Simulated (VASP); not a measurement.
## LiF: single point with r2SCAN

LiF:

```
Li F
1.0
     2.51626    0.00000    0.00000
     0.00000    2.51626    0.00000
     0.00000    0.00000    2.51626
Li F
1 1
Direct
  0.00000 0.00000 0.00000
  0.50000 0.50000 0.50000
```

```yaml
Program: VASP 6.6.1
Task: single point
Functional: r2SCAN
Potentials_or_basis: VASP PAW PBE potentials, release 64 (Li_sv, F)
Cutoff: 520 eV
k_mesh: 10 × 10 × 10
Occupations: gaussian, width 0.01 eV
Spin: no spin polarisation
```

```yaml
Band_gap_on_the_k_mesh: 9.12 eV (least direct gap 9.86 eV)
```

Levels at points of the mesh, in eV from the valence-band top:
```
           k point  band 2  band 3  band 4  band 5  band 6  band 7  band 8  band 9
(0.00, 0.00, 0.00)  -22.16   -0.74   -0.74   -0.74    9.12   20.21   20.21   23.34
(0.50, 0.00, 0.00)  -21.67   -3.91   -0.31   -0.31   10.43   15.97   22.44   22.44
(0.50, 0.50, 0.00)  -21.08   -3.51   -3.51    0.00   14.95   15.30   15.30   21.14
(0.50, 0.50, 0.50)  -20.60   -2.47   -2.47   -2.47   12.33   12.33   12.33   26.39
```

Run time: 26 s on 1 thread of Intel(R) Xeon(R) Platinum 8559C (Emerald Rapids), with other jobs on the host, peak memory 0.12 GiB.

 A k mesh can miss the band edges.
